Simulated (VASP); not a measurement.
A run of VASP 6.6.1 is set up as follows.

Contents of POSCAR:

```
Al3Cu
1.0
    2.7321741500      0.0000000000      0.0000000000
    0.0000000000      2.7321741500      0.0000000000
    0.0000000000      0.0000000000      7.5918631140
Al Cu
3 1
Direct
    0.0000000000      0.0000000000      0.5000000000
    0.5000000000      0.5000000000      0.2226430005
    0.5000000000      0.5000000000      0.7773569995
    0.0000000000      0.0000000000      0.0000000000
```

File INCAR.step1:

```
SYSTEM = Al3Cu
PREC = Accurate
ENCUT = 520
ISMEAR = 0
SIGMA = 0.15
LREAL = .FALSE.
LASPH = .TRUE.
NELM = 60
NBANDS = 18
GGA = PE
ALGO = Normal
EDIFF = 1E-4
LWAVE = .TRUE.
LCHARG = .FALSE.
```

Contents of INCAR.step2:

```
SYSTEM = Al3Cu
PREC = Accurate
ENCUT = 520
EDIFF = 1E-6
ISMEAR = 0
SIGMA = 0.15
LREAL = .FALSE.
LASPH = .TRUE.
NELM = 60
ALGO = Normal
ISIF = 2
LWAVE = .FALSE.
LCHARG = .TRUE.
METAGGA = R2SCAN
LMIXTAU = .TRUE.
LELF = .TRUE.
LVHAR = .TRUE.
NBANDS = 18
ISTART = 1
```

KPOINTS

```
Automatic mesh
0
G
  18 18 6
  0 0 0
```

Potentials or basis: VASP PAW PBE potentials, release 64 (Al, Cu).

Launch:

```console
$ cat potpaw_PBE.64/Al/POTCAR potpaw_PBE.64/Cu/POTCAR > POTCAR
$ cp INCAR.step1 INCAR
$ mpirun -np 1 vasp_std > vasp.out
$ cp INCAR.step2 INCAR
$ mpirun -np 1 vasp_std > vasp.out
```

Q: Estimate the pressure.

A: 3.4 GPa.

Q: Estimate the band gap on the k mesh.

A: Zero (band 10 reaches 13.02 eV, above the bottom of band 11 at 6.91 eV).

Stress tensor (GPa, compression positive):
```
4.43 0.00 0.00
0.00 4.43 0.00
0.00 0.00 1.30
```

Caveat: the cell differs from its parent crystal (strain -0.015 along x and y, +0.000 along z); the PAW data sets were made with another functional, which shifts forces and pressure a little.
